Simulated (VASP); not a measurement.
Cd:

```
Cd
1.0
     2.87000    0.00000    0.00000
     0.00000    2.87000    0.00000
     0.00000    0.00000    2.87000
Cd
1
Direct
  0.00000 0.00000 0.00000
```

This isn't the form of Cd at room conditions, which is hcp.

```yaml
Program: VASP 6.6.1
Task: relaxation of cell and atoms
Functional: r2SCAN
Potentials_or_basis: VASP PAW PBE potentials, release 64 (Cd_sv_GW)
Cutoff: 600 eV
k_mesh: 6 × 6 × 6
Occupations: gaussian, width 0.1 eV
Spin: no spin polarisation
```

At the start: pressure 4.3 GPa; volume 23.64 Å³/atom.

Q: Where does the relaxation end?

A: Over 3 steps the energy falls by 21.3 meV/atom and the volume is 25.31 Å³/atom (+7.0 %); space group Pm-3m (No. 221, to 0.1 Å) before and after.

The path:
```csv
step,energy change (eV),largest force (eV/Å),pressure (GPa),volume (Å³)
1,0.0000,0.0000,4.34,23.64
2,-0.0190,0.0000,-1.19,25.90
3,-0.0213,0.0000,0.03,25.31
```

Final structure:
```
Cd
1.0
     2.93589    0.00000    0.00000
     0.00000    2.93589    0.00000
     0.00000    0.00000    2.93589
Cd
1
Cartesian
  0.0000 0.0000 0.0000
```

Caveat: the k points lie up to 0.36 Å⁻¹ apart in the final cell, too coarse for converged energies and pressures of a metal; the PAW data sets were made with another functional, which shifts forces and pressure a little.
